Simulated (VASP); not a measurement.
Set up this calculation in VASP 6.6.1, as the native input.

- Task: relaxation of cell and atoms
- Functional: r2SCAN
- Potentials or basis: VASP PAW PBE potentials, release 64 (Zn, S)
- Cutoff: 600 eV
- k mesh: 16 × 16 × 16
- Occupations: fermi-dirac, width 0.1 eV
- Spin: no spin polarisation
- Dipole correction: no
- Further INCAR settings: ALGO = Normal; EDIFF = 1e-06; IBRION = 2; EDIFFG = -0.002; NSW = 100; ISIF = 3

ZnS:

```
Zn S
1.0
     0.00000    2.70200    2.70200
     2.70200    0.00000    2.70200
     2.70200    2.70200    0.00000
Zn S
1 1
Direct
  0.75000 0.75000 0.75000
  0.00000 0.00000 0.00000
```

One way to write it, as run:

POSCAR

```
ZnS
1.0
    0.0000000000      2.7020000000      2.7020000000
    2.7020000000      0.0000000000      2.7020000000
    2.7020000000      2.7020000000      0.0000000000
Zn S
1 1
Direct
    0.7500000000      0.7500000000      0.7500000000
    0.0000000000      0.0000000000      0.0000000000
```

INCAR.step1

```
SYSTEM = ZnS
ALGO = Normal
EDIFF = 1E-4
ENCUT = 600
GGA = PE
ISMEAR = -1
LASPH = .TRUE.
LCHARG = .FALSE.
LREAL = .FALSE.
LWAVE = .TRUE.
NELM = 60
PREC = Accurate
SIGMA = 0.1
```

INCAR.step2

```
SYSTEM = ZnS
ALGO = Normal
EDIFF = 1E-6
EDIFFG = -0.002
ENCUT = 600
IBRION = 2
ISIF = 3
ISMEAR = -1
ISTART = 1
LASPH = .TRUE.
LCHARG = .FALSE.
LMIXTAU = .TRUE.
LREAL = .FALSE.
LWAVE = .FALSE.
METAGGA = R2SCAN
NELM = 60
NSW = 100
PREC = Accurate
SIGMA = 0.1
```

KPOINTS

```
k-points
0
G
  16 16 16
  0 0 0
```

Potentials or basis: VASP PAW PBE potentials, release 64 (Zn, S).

Launch:

```sh
$ cat potpaw_PBE.64/Zn/POTCAR potpaw_PBE.64/S/POTCAR > POTCAR
$ cp INCAR.step1 INCAR
$ mpirun -np 1 vasp_std > vasp.out
$ cp INCAR.step2 INCAR
$ mpirun -np 1 vasp_std > vasp.out
```

Results of the run:

```yaml
Relaxed_volume: 19.57 Å³/atom
Relaxed_cell: a = 3.811 Å, b = 3.811 Å, c = 3.811 Å, α = 60.00°, β = 60.00°, γ = 60.00°
Space_group_after_relaxing_to_0.1_Å: F-43m (No. 216)
Energy_gained_by_relaxing: 0.4 meV/atom
Ionic_steps: 4
Pressure_after_relaxing: 0.0 GPa
Band_gap_on_the_k_mesh: 2.71 eV
```

Caveat: the PAW data sets were made with another functional, which shifts forces and pressure a little.

Wall time 4.9 min on 1 thread of Intel(R) Xeon(R) 6975P-C (Granite Rapids) (shared host), peak memory 0.26 GiB.
